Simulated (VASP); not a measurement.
## Mn: single point with LDA

The system is Mn.

```xyz
2
Lattice="2.4501 0.0000 0.0000 -1.2250 2.1218 0.0000 0.0000 0.0000 3.9718" Properties=species:S:1:pos:R:3 pbc="T T T"
Mn    0.0000    1.4146    0.9929
Mn    1.2250    0.7073    2.9788
```

```
Program                : VASP 6.6.1
Task                   : single point
Functional             : LDA
Potentials or basis    : VASP PAW LDA potentials, release 64 (Mn_pv)
Cutoff                 : 520 eV
k mesh                 : 12 × 12 × 7
Occupations            : fermi-dirac, width 0.05 eV
Spin                   : collinear spin, ferromagnetic start
Starting moments       : [4.0, 4.0] μB
Dipole correction      : no
Further INCAR settings : ALGO = Normal; EDIFF = 1e-06; NBANDS = 24
```

```json
{"Pressure": "-8.5 GPa", "Band gap on the k mesh": "zero (filled and empty bands overlap)", "Net moment": "0.00 μB per cell", "Valence electrons inside the program's atomic spheres": "Mn 12.08"}
```

Stress tensor (GPa, compression positive):
```
-8.06  0.00  0.00
 0.00 -8.06  0.00
 0.00  0.00 -9.29
```

Levels at points of the mesh, in eV from the Fermi level:
Spin up:
```
           k point  band 9  band 10  band 11  band 12  band 13  band 14  band 15  band 16  band 17  band 18
(0.00, 0.00, 0.00)   -1.05    -1.01    -1.01    -0.52    -0.52     0.04     0.04     0.88     1.70     1.70
(0.50, 0.00, 0.00)   -3.88    -1.30    -1.23    -0.98    -0.44     1.93     2.08     2.16     3.83     6.02
```
Spin down:
| k point | band 9 | band 10 | band 11 | band 12 | band 13 | band 14 | band 15 | band 16 | band 17 | band 18 |
| --- | --- | --- | --- | --- | --- | --- | --- | --- | --- | --- |
| (0.00, 0.00, 0.00) | -1.05 | -1.01 | -1.01 | -0.52 | -0.52 | 0.04 | 0.04 | 0.88 | 1.70 | 1.70 |
| (0.50, 0.00, 0.00) | -3.88 | -1.30 | -1.23 | -0.98 | -0.44 | 1.93 | 2.08 | 2.16 | 3.83 | 6.02 |

Run time: 26 s on 1 thread of Intel(R) Xeon(R) 6975P-C (Granite Rapids), on a shared host, peak memory 0.16 GiB.

Caveat: the starting moments collapsed, and a magnetic state may lie lower.
